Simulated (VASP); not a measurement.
# AlB2Sb3 (Cmc2_1) in VASP: further runs

Runs on AlB2Sb3. Level: PBE. Tasks: single point.

Program: VASP 6.6.1. These are calculated values, not measurements. Logs are shortened: lines on timing, memory, paths and dates and some standing lists are left out, and cuts for length are marked.

**1. The cell of the first run**

The structure is orthorhombic, space group Cmc2_1 (No. 36). The conventional cell has a = 11.839 Å, b = 6.828 Å, c = 6.454 Å, α = 90.00°, β = 90.00°, γ = 90.00°. Within 3.5 Å of Al (site symmetry m) lie 4 Sb at 2.66 to 2.67 Å. B (site symmetry 1) has 4 Sb at 2.30 to 2.33 Å within 3.0 Å. Within 3.0 Å of Sb (site symmetry 1) lie 3 B at 2.30 to 2.33 Å and 1 Al at 2.67 Å. Sb (site symmetry m) has 2 B at 2.31 Å and 2 Al at 2.66 to 2.67 Å within 3.1 Å.

**2. Single point, PBE**

Input file INCAR:

```
SYSTEM = AlB2Sb3
PREC = Accurate
ENCUT = 520
EDIFF = 1E-6
ISMEAR = 0
SIGMA = 0.02
LREAL = .FALSE.
LASPH = .TRUE.
NELM = 60
ALGO = Normal
ISIF = 2
LWAVE = .FALSE.
LCHARG = .FALSE.
GGA = PE
NBANDS = 36
```

Input file KPOINTS:

```
Automatic mesh
0
G
  6 6 6
  0 0 0
```

Input file POSCAR:

```
AlB2Sb3
1.0
    5.9194994376     -3.4139592986      0.0000000000
    5.9194994376      3.4139592986      0.0000000000
    0.0000000000      0.0000000000      6.4537428017
Al B Sb
2 4 6
Direct
    0.1659947488      0.8340052512      0.5004583267
    0.8340052512      0.1659947488      0.0004583267
    0.8269117141      0.5186821765      0.5008303350
    0.4813178235      0.1730882859      0.5008303350
    0.1730882859      0.4813178235      0.0008303350
    0.5186821765      0.8269117141      0.0008303350
    0.1589858258      0.4696917563      0.6403031796
    0.5303082437      0.8410141742      0.6403031796
    0.7848312616      0.2151687384      0.5922746441
    0.8410141742      0.5303082437      0.1403031796
    0.4696917563      0.1589858258      0.1403031796
    0.2151687384      0.7848312616      0.0922746441
```

Potentials or basis: VASP PAW PBE potentials, release 64 (Al, B, Sb).

Started as:

```console
$ cat potpaw_PBE.64/Al/POTCAR potpaw_PBE.64/B/POTCAR potpaw_PBE.64/Sb/POTCAR > POTCAR
$ mpirun -np 1 vasp_std > vasp.out
```

OUTCAR:

```text
SYSTEM = AlB2Sb3
   PREC = Accurate
   ENCUT = 520
   EDIFF = 1E-6
   ISMEAR = 0
   LREAL = .FALSE.
   LASPH = .TRUE.
   NELM = 60
   ISIF = 2
   GGA = PE

 ion  position               nearest neighbor table
   1  0.166  0.834  0.500-  12 2.66   9 2.67   7 2.67   8 2.67
   2  0.834  0.166  0.000-   9 2.66  12 2.67  11 2.67  10 2.67
   3  0.827  0.519  0.501-   8 2.30   7 2.30   9 2.31  10 2.33
   4  0.481  0.173  0.501-   7 2.30   8 2.30   9 2.31  11 2.33
   5  0.173  0.481  0.001-  11 2.30  10 2.30  12 2.31   7 2.33
   6  0.519  0.827  0.001-  10 2.30  11 2.30  12 2.31   8 2.33
   7  0.159  0.470  0.640-   4 2.30   3 2.30   5 2.33   1 2.67   9 3.74   8 3.74   8 3.74   9 3.76
                            12 3.76
   8  0.530  0.841  0.640-   3 2.30   4 2.30   6 2.33   1 2.67   9 3.74   7 3.74   7 3.74   9 3.76
                            12 3.76
   9  0.785  0.215  0.592-   3 2.31   4 2.31   2 2.66   1 2.67   8 3.74   7 3.74   8 3.76   7 3.76
                            11 3.76  10 3.76
  10  0.841  0.530  0.140-   6 2.30   5 2.30   3 2.33   2 2.67  12 3.74  11 3.74  11 3.74  12 3.76
                             9 3.76
  11  0.470  0.159  0.140-   5 2.30   6 2.30   4 2.33   2 2.67  12 3.74  10 3.74  10 3.74  12 3.76
                             9 3.76
  12  0.215  0.785  0.092-   5 2.31   6 2.31   1 2.66   2 2.67  10 3.74  11 3.74  11 3.76  10 3.76
                             8 3.76   7 3.76

  LATTYP: Found a base centered orthorhombic cell.
 ALAT       =     6.8279185972
 B/A-ratio  =     1.7339103721
 C/A-ratio  =     0.9451991423

  Lattice vectors:

 A1 = (  -5.9194994376,  -3.4139592986,   0.0000000000)
 A2 = (   5.9194994376,  -3.4139592986,   0.0000000000)
 A3 = (   0.0000000000,   0.0000000000,   6.4537428017)

Analysis of symmetry for initial positions (statically):
=====================================================================
 Subroutine PRICEL returns:
 Original cell was already a primitive cell.

 Routine SETGRP: Setting up the symmetry group for a
 base centered orthorhombic supercell.

 Subroutine GETGRP returns: Found  4 space group operations
 (whereof  2 operations were pure point group operations)
 out of a pool of  8 trial point group operations.

The static configuration has the point symmetry C_1h.
 The point group associated with its full space group is C_2v.

Analysis of symmetry for dynamics (positions and initial velocities):
=====================================================================
 Subroutine PRICEL returns:
 Original cell was already a primitive cell.

 Routine SETGRP: Setting up the symmetry group for a
[... 141 lines left out ...]
   EFERMI =   0.00;   METHOD = LEGACY
   ISMEAR =     0;   SIGMA  =   0.02  broadening in eV -4-tet -1-fermi 0-gaus
   EFERMI_NEDOS =   21; number of points for ismear=-14 and -15
   IALGO  =     38    algorithm
   IMIX   =      4    mixing-type and parameters
     AMIX     =   0.40;   BMIX     =  1.00
     AMIX_MAG =   1.60;   BMIX_MAG =  1.00
  volume/ion in A,a.u.               =      21.74       146.69
  Fermi-wavevector in a.u.,A,eV,Ry     =   0.931166  1.759648 11.797195  0.867069
  Thomas-Fermi vector in A             =   2.057630
   LORBIT       =      0    0 simple, 1 ext, 2 COOP (PROOUT), +10 PAW based schemes
   GGA     = PE    functional components
   LHFCALC =     F    Hartree Fock is set to
   AEXX    =    0.0000 exact exchange contribution
   IVDW    =     0    specifies the selected vdW correction
   LEPSILON=     F    determine dielectric tensor
   LRPA    =     F    only Hartree local field effects (RPA)
 non-spin polarized calculation
 Gauss-broadening in eV      SIGMA  =   0.02
  energy-cutoff  :      520.00
  volume of cell :      260.85
 maximum number of plane-waves:      7044
 NGX is ok and might be reduce to    54
   NGX = 25   NGY = 25   NGZ = 23

 number of electron      47.9999999 magnetization

 Free energy of the ion-electron system (eV)
  ---------------------------------------------------
  ext. energy  EPLUGINS =         0.00000000
  ---------------------------------------------------
  free energy    TOTEN  =       -55.66301623 eV

  energy without entropy =      -55.66301623  energy(sigma->0) =      -55.66301623

 E-fermi :   6.7129     XC(G=0):  -9.4936

 val. band max:        6.5985949539   @ k =   0.0000   0.0000   0.0000
 cond. band min:       7.1885082792   @ k =   0.5000   0.5000   0.0000
 fundamental gap:      0.5899133252
 Fermi energy:         6.7128780608

 k-point     1 :       0.0000    0.0000    0.0000
  band No.  band energies     occupation
      1      -6.1655      2.00000
      2      -4.1132      2.00000
      3      -3.4726      2.00000
      4      -3.4115      2.00000
      5      -3.1167      2.00000
      6      -3.0199      2.00000
[... 925 lines left out ...]
     35      10.1076      0.00000
     36      10.1936      0.00000

 [... further k-points ...]

------------------------ aborting loop because EDIFF is reached ----------------------------------------

  FORCE on cell =-STRESS in cart. coord.  units (eV):
  Direction    XX          YY          ZZ          XY          YZ          ZX
  --------------------------------------------------------------------------------------
  -------------------------------------------------------------------------------------
  Total        0.4780285      0.5012459      0.4554517      0.0000000      0.0000000      0.0000000
  in kB        2.9361576      3.0787641      2.7974864      0.0000000      0.0000000      0.0000000
  external PRESSURE =       2.9374693 kB  Pullay stress =       0.0000000 kB

 VOLUME and BASIS-vectors are now :
 -----------------------------------------------------------------------------
  energy-cutoff  :      520.00
  volume of cell :      260.85
      direct lattice vectors                 reciprocal lattice vectors
     5.919499438 -3.413959299  0.000000000     0.084466601 -0.146457516  0.000000000
     5.919499438  3.413959299  0.000000000     0.084466601  0.146457516  0.000000000
     0.000000000  0.000000000  6.453742802     0.000000000  0.000000000  0.154948846

 POSITION                                       TOTAL-FORCE (eV/Angst)
 -----------------------------------------------------------------------------------
      5.91950      2.28056      3.22983         0.000000     -0.001465      0.004906
      5.91950     -2.28056      0.00296         0.000000      0.001465      0.004906
      7.96524     -1.05228      3.23223        -0.002013      0.000527     -0.006703
      3.87376     -1.05228      3.23223         0.002013      0.000527     -0.006703
      3.87376      1.05228      0.00536         0.002013     -0.000527     -0.006703
      7.96524      1.05228      0.00536        -0.002013     -0.000527     -0.006703
      3.72146      1.06074      4.13235         0.004410      0.004672      0.003619
      8.11754      1.06074      4.13235        -0.004410      0.004672      0.003619
      5.91950     -1.94480      3.82239         0.000000     -0.003308      0.001262
      8.11754     -1.06074      0.90548        -0.004410     -0.004672      0.003619
      3.72146     -1.06074      0.90548         0.004410     -0.004672      0.003619
      5.91950      1.94480      0.59552         0.000000      0.003308      0.001262
 -----------------------------------------------------------------------------------
    total drift:                               -0.000000     -0.000000     -0.004040

  FREE ENERGIE OF THE ION-ELECTRON SYSTEM (eV)
  ---------------------------------------------------
  free  energy   TOTEN  =       -55.6630162292 eV

  energy  without entropy=      -55.6630162292  energy(sigma->0) =      -55.66301623
```

OSZICAR:

```text
N       E                     dE             d eps       ncg     rms          rms(c)
DAV:   1     0.199457042703E+03    0.19946E+03   -0.16491E+04  3744   0.108E+03
DAV:   2    -0.390225380245E+02   -0.23848E+03   -0.22204E+03  4400   0.178E+02
DAV:   3    -0.582362131401E+02   -0.19214E+02   -0.18853E+02  4744   0.539E+01
DAV:   4    -0.586648040077E+02   -0.42859E+00   -0.42578E+00  4772   0.830E+00
DAV:   5    -0.586756103686E+02   -0.10806E-01   -0.10794E-01  5032   0.139E+00    0.117E+01
DAV:   6    -0.557166859548E+02    0.29589E+01   -0.77207E+00  4520   0.105E+01    0.650E+00
DAV:   7    -0.556967570465E+02    0.19929E-01   -0.17576E+00  4632   0.478E+00    0.269E+00
DAV:   8    -0.556608514409E+02    0.35906E-01   -0.10837E-01  4572   0.151E+00    0.859E-01
DAV:   9    -0.556618953983E+02   -0.10440E-02   -0.19462E-02  4412   0.582E-01    0.144E-01
DAV:  10    -0.556628139027E+02   -0.91850E-03   -0.38592E-03  4676   0.228E-01    0.823E-02
DAV:  11    -0.556630058008E+02   -0.19190E-03   -0.90768E-04  4424   0.121E-01    0.280E-02
DAV:  12    -0.556630072952E+02   -0.14944E-05   -0.73625E-05  4564   0.392E-02    0.147E-02
DAV:  13    -0.556630155893E+02   -0.82941E-05   -0.29370E-05  4180   0.213E-02    0.806E-03
DAV:  14    -0.556630162292E+02   -0.63997E-06   -0.20526E-06  3788   0.671E-03
   1 F= -.55663016E+02 E0= -.55663016E+02  d E =-.344829E-18
```

Run time: 4.4 min. Hardware: 1 thread of Intel Xeon 6975P-C (Granite Rapids), shared host; peak memory 0.62 GiB.

Results:

```
Free energy            : -55.6630 eV
Pressure               : 0.3 GPa
Largest force          : 0.007 eV/Å
Band gap on the k mesh : 0.59 eV (least direct gap 0.78 eV)
```

Forces in eV/Å, atoms in the order of the input:
```
Al   0.000 -0.001  0.005
Al   0.000  0.001  0.005
B   -0.002  0.001 -0.007
B    0.002  0.001 -0.007
B    0.002 -0.001 -0.007
B   -0.002 -0.001 -0.007
Sb   0.004  0.005  0.004
Sb  -0.004  0.005  0.004
Sb   0.000 -0.003  0.001
Sb  -0.004 -0.005  0.004
Sb   0.004 -0.005  0.004
Sb   0.000  0.003  0.001
```

Caveat: spin-orbit coupling is left out, which moves the levels of the heavy elements. A k mesh can miss the band edges.

**3. Single point, PBE**

Input file INCAR:

```
PREC     = Accurate       # precision mode
ENCUT    = 520            # plane-wave cutoff, eV
EDIFF    = 1E-6           # SCF threshold, eV
ISMEAR   = 0              # smearing method
SIGMA    = 0.01           # smearing width, eV
LREAL    = False          # projectors in reciprocal space
LASPH    = True           # aspherical terms in the spheres
NELM     = 60             # most SCF steps
ALGO     = Normal         # electronic algorithm
ISIF     = 2              # what is computed and relaxed
LWAVE    = False          # write WAVECAR
LCHARG   = False          # write CHGCAR
GGA      = PE             # functional
NBANDS   = 36             # bands
```

Input file KPOINTS:

```
Automatic mesh
0
Gamma
  6 6 6
```

Input file POSCAR:

```
AlB2Sb3
1.0
    5.9194938673     -3.4139289732      0.0000000000
    5.9194938673      3.4139289732      0.0000000000
    0.0000000000      0.0000000000      6.4535232321
Al B Sb
2 4 6
Direct
    0.1660617968      0.8339382032      0.5004769387
    0.8339382032      0.1660617968      0.0004769387
    0.8269061289      0.5186106566      0.5008196651
    0.4813893434      0.1730938711      0.5008196651
    0.1730938711      0.4813893434      0.0008196651
    0.5186106566      0.8269061289      0.0008196651
    0.1589878616      0.4696614667      0.6402970117
    0.5303385333      0.8410121384      0.6402970117
    0.7849012540      0.2150987460      0.5922897077
    0.8410121384      0.5303385333      0.1402970117
    0.4696614667      0.1589878616      0.1402970117
    0.2150987460      0.7849012540      0.0922897077
```

Potentials or basis: VASP PAW PBE potentials, release 64 (Al, B, Sb).

Started as:

```console
$ cat potpaw_PBE.64/Al/POTCAR potpaw_PBE.64/B/POTCAR potpaw_PBE.64/Sb/POTCAR > POTCAR
$ mpirun -np 1 vasp_std > vasp.out
```

Run time: 4.1 min. Hardware: 1 thread of Intel Xeon 6975P-C (Granite Rapids), shared host; peak memory 0.63 GiB.

It converged, with:

```
Free energy            : -55.6630 eV
Pressure               : 0.3 GPa
Largest force          : 0.007 eV/Å
Band gap on the k mesh : 0.59 eV (least direct gap 0.78 eV)
```

Forces in eV/Å, atoms in the order of the input:
```
Al   0.000 -0.001  0.005
Al   0.000  0.001  0.005
B    0.001  0.001 -0.006
B   -0.001  0.001 -0.006
B   -0.001 -0.001 -0.006
B    0.001 -0.001 -0.006
Sb   0.005  0.004  0.003
Sb  -0.005  0.004  0.003
Sb   0.000 -0.003  0.000
Sb  -0.005 -0.004  0.003
Sb   0.005 -0.004  0.003
Sb   0.000  0.003  0.000
```

Levels at points of the mesh, in eV from the valence-band top:
```csv
k point,band 20,band 21,band 22,band 23,band 24,band 25,band 26,band 27,band 28,band 29
"(0.00, 0.00, 0.00)",-1.60,-1.52,-0.25,-0.07,0.00,0.78,1.20,1.29,1.84,2.27
"(0.50, 0.00, 0.00)",-1.86,-1.65,-1.65,-1.39,-1.18,0.64,2.06,2.18,2.23,2.34
"(0.50, 0.50, 0.00)",-2.03,-1.74,-1.61,-1.38,-1.06,0.59,1.93,2.13,2.36,2.60
"(0.00, 0.00, 0.50)",-1.53,-0.95,-0.95,-0.92,-0.92,1.39,1.39,1.48,1.48,2.19
"(0.50, 0.00, 0.50)",-2.52,-2.05,-2.05,-1.71,-1.71,0.94,0.94,1.87,1.87,2.35
"(0.50, 0.50, 0.50)",-2.79,-1.99,-1.99,-1.96,-1.96,1.00,1.00,1.81,1.81,2.16
```

Caveat: spin-orbit coupling is left out, which moves the levels of the heavy elements. A k mesh can miss the band edges.
